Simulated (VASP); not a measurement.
**Nd2CdC2: single point with PBE**

The system is Nd2CdC2.

```
Nd Cd C
1.0
     7.14163    0.00000    0.00000
     0.00000    7.14163    0.00000
     0.00000    0.00000    3.60427
Nd Cd C
4 2 4
Direct
  0.80953 0.30953 0.50000
  0.69047 0.80953 0.50000
  0.19047 0.69047 0.50000
  0.30953 0.19047 0.50000
  0.50000 0.50000 0.00000
  0.00000 0.00000 0.00000
  0.43153 0.93153 0.00000
  0.93153 0.56847 0.00000
  0.06847 0.43153 0.00000
  0.56847 0.06847 0.00000
```

The cell was generated, and may not be a known phase.

```yaml
Program: VASP 6.6.1
Task: single point
Functional: PBE
Potentials_or_basis: VASP PAW PBE potentials, release 64 (Nd_3, Cd, C), 4f in core
Cutoff: 600 eV
k_mesh: 4 × 4 × 6
Occupations: gaussian, width 0.1 eV
Spin: no spin polarisation
Dipole_correction: no
Further_INCAR_settings: ALGO = Normal; EDIFF = 1e-06; NBANDS = 53
```

- Pressure: 0.8 GPa
- Largest force: 0.150 eV/Å
- Band gap on the k mesh: zero (bands 42 and 43 overlap by 1.02 eV)

Forces in eV/Å, atoms in the order of the input:
```
Nd   0.026  0.026  0.000
Nd  -0.026  0.026  0.000
Nd  -0.026 -0.026  0.000
Nd   0.026 -0.026  0.000
Cd   0.000  0.000  0.000
Cd   0.000  0.000  0.000
C    0.106  0.106  0.000
C    0.106 -0.106  0.000
C   -0.106  0.106  0.000
C   -0.106 -0.106  0.000
```

Stress tensor (GPa, compression positive):
```
1.04 0.00 0.00
0.00 1.04 0.00
0.00 0.00 0.25
```

Levels at points of the mesh, in eV from the Fermi level:
```
           k point  band 38  band 39  band 40  band 41  band 42  band 43  band 44  band 45  band 46  band 47
(0.00, 0.00, 0.00)    -2.44    -0.69    -0.57    -0.33    -0.33     0.38     0.87     0.87     1.20     1.20
(0.50, 0.00, 0.00)    -3.02    -0.68    -0.68    -0.51    -0.51     1.01     1.01     1.08     1.08     1.54
(0.50, 0.50, 0.00)    -3.18    -0.70    -0.70    -0.68    -0.68     0.83     0.83     1.37     1.37     1.54
(0.00, 0.00, 0.50)    -2.54    -1.11    -1.11    -0.21    -0.07     0.29     0.29     0.73     0.94     2.10
(0.50, 0.00, 0.50)    -2.62    -1.74    -1.74    -0.84    -0.84     0.62     0.62     1.45     1.45     1.88
(0.50, 0.50, 0.50)    -1.96    -1.94    -1.94    -1.76    -1.76    -0.86    -0.86     2.08     2.08     2.47
```

Run time: 2.3 min on 1 thread of Intel(R) Xeon(R) 6975P-C (Granite Rapids) (shared host), peak memory 0.46 GiB.

Caveat: spin-orbit coupling is left out, which moves the levels of the heavy elements; the 4f electrons are frozen in the core, so they carry no moment and show no levels. Spin polarisation is off, so any magnetic state and its effect on volume and gap are missing.
